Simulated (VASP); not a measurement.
# Ag in VASP: single point with PBEsol

Aim: the single point of Ag with PBEsol.

All numbers are computed with VASP 6.6.1; they aren't measurements. Logs are shortened: lines on timing, memory, paths and dates and some standing lists are left out, and cuts for length are marked.

### 1 The cell of the first run

The cell holds a atom, 1 atom: a = 14.000 Å, b = 14.400 Å, c = 14.800 Å, α = 90.00°, β = 90.00°, γ = 90.00°.

### 2 Single point, PBEsol, collinear spin, ferromagnetic start

The input, INCAR:

```
SYSTEM = Ag
PREC = Accurate
ENCUT = 520
EDIFF = 1E-6
ISMEAR = -1
SIGMA = 0.01
LREAL = .FALSE.
LASPH = .TRUE.
NELM = 150
ALGO = Normal
ISIF = 2
LWAVE = .FALSE.
LCHARG = .FALSE.
ISPIN = 2
MAGMOM = 1
LORBIT = 11
LMAXMIX = 4
GGA = PS
NBANDS = 16
ISYM = 0
```

The input, KPOINTS:

```
regular mesh
0
G
  1 1 1
  0 0 0
```

The input, POSCAR:

```
Ag
1.0
   14.0000000000      0.0000000000      0.0000000000
    0.0000000000     14.4000000000      0.0000000000
    0.0000000000      0.0000000000     14.8000000000
Ag
1
Direct
    0.5000000000      0.5000000000      0.5000000000
```

Potentials or basis: VASP PAW PBE potentials, release 64 (Ag).

Run with:

```
cat potpaw_PBE.64/Ag/POTCAR > POTCAR
mpirun -np 1 vasp_gam > vasp.out
```

OUTCAR:

```text
SYSTEM = Ag
   PREC = Accurate
   ENCUT = 520
   EDIFF = 1E-6
   ISMEAR = -1
   LREAL = .FALSE.
   LASPH = .TRUE.
   NELM = 150
   ISIF = 2
   ISPIN = 2
   LORBIT = 11
   GGA = PS
   ISYM = 0

 ion  position               nearest neighbor table
   1  0.500  0.500  0.500-

IMPORTANT INFORMATION: All symmetrisations will be switched off!
NOSYMM: (Re-)initialisation of all symmetry stuff for point group C_1.

----------------------------------------------------------------------------------------

                                     Primitive cell

  volume of cell :    2983.6800

  direct lattice vectors                    reciprocal lattice vectors
    14.000000000  0.000000000  0.000000000     0.071428571  0.000000000  0.000000000
     0.000000000 14.400000000  0.000000000     0.000000000  0.069444444  0.000000000
     0.000000000  0.000000000 14.800000000     0.000000000  0.000000000  0.067567568

  length of vectors
    14.000000000 14.400000000 14.800000000     0.071428571  0.069444444  0.067567568

  position of ions in fractional coordinates (direct lattice)
     0.500000000  0.500000000  0.500000000

  ion indices of the primitive-cell ions
   primitive index   ion index
                 1           1

----------------------------------------------------------------------------------------

 KPOINTS: regular mesh

Automatic generation of k-mesh.
 Grid dimensions read from file:
 generate k-points for:    1    1    1

 Generating k-lattice:

  Cartesian coordinates                     Fractional coordinates (reciprocal lattice)
     0.071428571  0.000000000  0.000000000     1.000000000  0.000000000  0.000000000
     0.000000000  0.069444444  0.000000000     0.000000000  1.000000000  0.000000000
     0.000000000  0.000000000  0.067567568     0.000000000  0.000000000  1.000000000

  Length of vectors
     0.071428571  0.069444444  0.067567568

  Shift w.r.t. Gamma in fractional coordinates (k-lattice)
     0.000000000  0.000000000  0.000000000

 Subroutine IBZKPT returns following result:
 ===========================================

 Found      1 irreducible k-points:

 Following reciprocal coordinates:
            Coordinates               Weight
  0.000000  0.000000  0.000000      1.000000
   k-points           NKPTS =      1   k-points in BZ     NKDIM =      1   number of bands    NBANDS=     16
   number of dos      NEDOS =    301   number of ions     NIONS =      1
   total plane-waves  NPLWV = ******
   dimension x,y,z NGX =   108 NGY =  108 NGZ =  112
   dimension x,y,z NGXF=   216 NGYF=  216 NGZF=  224
   ions per type =               1
   NGX,Y,Z   is equivalent  to a cutoff of  12.82, 12.47, 12.58 a.u.
   NGXF,Y,Z  is equivalent  to a cutoff of  25.65, 24.94, 25.16 a.u.
 SYSTEM =  Ag
   PREC   = accura    normal or accurate (medium, high low for compatibility)
   ISTART =      0    job   : 0-new  1-cont  2-samecut
   ICHARG =      2    charge: 1-file 2-atom 10-const
   ISPIN  =      2    spin polarized calculation?
   LNONCOLLINEAR =      F non collinear calculations
   LSORBIT =      F    spin-orbit coupling
   LASPH  =      T    aspherical Exc in radial PAW
   ENCUT  =  520.0 eV  38.22 Ry    6.18 a.u.  26.03 26.77 27.52*2*pi/ulx,y,z
   NELM   =    150;   NELMIN=  2; NELMDL= -5     # of ELM steps
   EDIFF  = 0.1E-05   stopping-criterion for ELM
   LREAL  =      F    real-space projection
   EDIFFG = 0.1E-04   stopping-criterion for IOM
   NSW    =      0    number of steps for IOM
   IBRION =     -1    ionic relax: 0-MD 1-quasi-New 2-CG
   NFREE  =      0    steps in history (QN), initial steepest desc. (CG)
   ISIF   =      2    stress and relaxation
   ISYM   =      0    0-nonsym 1-usesym 2-fastsym
   POTIM  = 0.5000    time-step for ionic-motion
   TEBEG  =    0.0;   TEEND  =   0.0 temperature during run
   PSTRESS=    0.0 pullay stress
   NELECT =      11.0000    total number of electrons
   NUPDOWN=      -1.0000    fix difference up-down
   EMIN   =  10.00;   EMAX   =-10.00  energy-range for DOS
   EFERMI =   0.00;   METHOD = LEGACY
   ISMEAR =    -1;   SIGMA  =   0.01  broadening in eV -4-tet -1-fermi 0-gaus
   EFERMI_NEDOS =   21; number of points for ismear=-14 and -15
   IALGO  =     38    algorithm
   IMIX   =      4    mixing-type and parameters
     AMIX     =   0.40;   BMIX     =  1.00
     AMIX_MAG =   1.60;   BMIX_MAG =  1.00
  volume/ion in A,a.u.               =    2983.68     20134.87
  Fermi-wavevector in a.u.,A,eV,Ry     =   0.252904  0.477918  0.870232  0.063960
  Thomas-Fermi vector in A             =   1.072337
   LORBIT       =     11    0 simple, 1 ext, 2 COOP (PROOUT), +10 PAW based schemes
   GGA     = PS    functional components
   LHFCALC =     F    Hartree Fock is set to
   AEXX    =    0.0000 exact exchange contribution
   IVDW    =     0    specifies the selected vdW correction
   LEPSILON=     F    determine dielectric tensor
   LRPA    =     F    only Hartree local field effects (RPA)
 spin polarized calculation
  energy-cutoff  :      520.00
  volume of cell :     2983.68
 maximum number of plane-waves:     40220
 NGX is ok and might be reduce to   108
   NGX = 53   NGY = 53   NGZ = 55

 number of electron      11.0000002 magnetization       1.0000000

 Free energy of the ion-electron system (eV)
  ---------------------------------------------------
  ext. energy  EPLUGINS =         0.00000000
  ---------------------------------------------------
  free energy    TOTEN  =        -0.23117330 eV

  energy without entropy =       -0.23117330  energy(sigma->0) =       -0.23117330

 E-fermi :  -4.4565     XC(G=0):  -0.3008

 val. band max:       -4.7040028549   @ k =   0.0000   0.0000   0.0000
 cond. band min:      -3.8365578448   @ k =   0.0000   0.0000   0.0000
 fundamental gap:      0.8674450101
 Fermi energy:        -4.4564583642

 spin component 1

 k-point     1 :       0.0000    0.0000    0.0000
  band No.  band energies     occupation
      1      -7.4251      1.00000
      2      -7.4251      1.00000
      3      -7.4251      1.00000
      4      -7.4251      1.00000
      5      -7.4251      1.00000
      6      -4.7040      1.00000
[... 8 lines left out ...]
     15       0.7782      0.00000
     16       0.8183      0.00000
 Fermi energy:        -4.4564583642

 spin component 2

 k-point     1 :       0.0000    0.0000    0.0000
  band No.  band energies     occupation
      1      -7.2173      1.00000
      2      -7.2173      1.00000
      3      -7.2173      1.00000
      4      -7.2173      1.00000
      5      -7.2173      1.00000
      6      -3.8366      0.00000
[... 8 lines left out ...]
     15       0.9390      0.00000
     16       0.9764      0.00000

------------------------ aborting loop because EDIFF is reached ----------------------------------------

  FORCE on cell =-STRESS in cart. coord.  units (eV):
  Direction    XX          YY          ZZ          XY          YZ          ZX
  --------------------------------------------------------------------------------------
  -------------------------------------------------------------------------------------
  Total       -0.0100122     -0.0108643     -0.0112152      0.0000000      0.0000000     -0.0000000
  in kB       -0.0053764     -0.0058339     -0.0060224      0.0000000      0.0000000     -0.0000000
  external PRESSURE =      -0.0057442 kB  Pullay stress =       0.0000000 kB

 VOLUME and BASIS-vectors are now :
 -----------------------------------------------------------------------------
  energy-cutoff  :      520.00
  volume of cell :     2983.68
      direct lattice vectors                 reciprocal lattice vectors
    14.000000000  0.000000000  0.000000000     0.071428571  0.000000000  0.000000000
     0.000000000 14.400000000  0.000000000     0.000000000  0.069444444  0.000000000
     0.000000000  0.000000000 14.800000000     0.000000000  0.000000000  0.067567568

 POSITION                                       TOTAL-FORCE (eV/Angst)
 -----------------------------------------------------------------------------------
      7.00000      7.20000      7.40000         0.000000      0.000000     -0.000000
 -----------------------------------------------------------------------------------
    total drift:                                0.000000      0.000000     -0.000000

  FREE ENERGIE OF THE ION-ELECTRON SYSTEM (eV)
  ---------------------------------------------------
  free  energy   TOTEN  =        -0.2311733016 eV

  energy  without entropy=       -0.2311733016  energy(sigma->0) =       -0.23117330

 total charge

# of ion       s       p       d       tot
------------------------------------------
    1        0.368   0.000   9.342   9.711

 magnetization (x)

# of ion       s       p       d       tot
------------------------------------------
    1        0.368   0.000  -0.029   0.340
```

OSZICAR:

```text
N       E                     dE             d eps       ncg     rms          rms(c)
DAV:   1     0.799093589358E+02    0.79909E+02   -0.14771E+03    64   0.321E+02
DAV:   2     0.209977245305E+02   -0.58912E+02   -0.50850E+02   128   0.311E+01
[... 16 lines left out ...]
DAV:  19    -0.231147108060E+00    0.32817E-05   -0.16277E-07    64   0.992E-04    0.107E-04
DAV:  20    -0.231159759489E+00   -0.12651E-04   -0.70070E-08    64   0.590E-04    0.751E-05
DAV:  21    -0.231169089286E+00   -0.93298E-05   -0.53696E-08    64   0.419E-04    0.426E-05
DAV:  22    -0.231171669925E+00   -0.25806E-05   -0.20837E-08    64   0.338E-04    0.300E-05
DAV:  23    -0.231172784599E+00   -0.11147E-05   -0.71777E-09    64   0.215E-04    0.126E-05
DAV:  24    -0.231173301641E+00   -0.51704E-06    0.27942E-09    72   0.882E-05
   1 F= -.23117330E+00 E0= -.23117330E+00  d E =-.457228E-11  mag=     1.0000
```

It took 5.3 min on 1 thread of Intel Xeon 6975P-C (Granite Rapids), shared host; peak memory 2.7 GiB.

Results:

| Item | Value |
| --- | --- |
| Free energy | -0.2312 eV |
| Pressure | 0.0 GPa |
| Band gap on the k mesh | 0.87 eV |
| Net moment | 1.00 μB per cell |
| Site moments | Ag +0.34 μB |
| Valence electrons inside the program's atomic spheres | Ag 9.71 |

Caveat: the PAW data sets were made with another functional, which shifts forces and pressure a little.
